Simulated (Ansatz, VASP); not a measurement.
# One calculation of As, two programs

```
As
1.0
     3.57134    0.00000    0.00000
    -1.78567    3.09287    0.00000
     0.00000    0.00000   16.89764
As
2
Cartesian
  0.0000 2.0619 5.3976
  1.7857 1.0310 4.0000
```

Alike in both runs: task single point; functional PBE; dispersion D3(BJ); k mesh 9 × 9 × 1; occupations gaussian, width 0.05 eV; no spin polarisation.

```csv
,VASP,Ansatz
version,VASP 6.6.1,Ansatz 0.2.0
potentials or method,"VASP PAW PBE potentials, release 64 (As), cutoff 400 eV","scalar-relativistic, plane waves, PAW"
valence electrons in the cell,10,30
```

VASP gave:

```
gap on the k mesh at the Fermi level (eV) : 1.55
least direct gap on the mesh (eV)         : 2.03
rms of the force components (eV/Å)        : 0.053
```

Q: Which values does Ansatz return?

A: gap on the k mesh at the Fermi level (eV): 1.55; least direct gap on the mesh (eV): 2.05; rms of the force components (eV/Å): 0.000.

Atom by atom the forces differ by 0.053 eV/Å (rms over components). VASP's potentials hold 10 valence electrons a cell and Ansatz's 30, so a difference there can come from the potentials and not from the codes. Ansatz's warnings: xc potential rough in thin density.
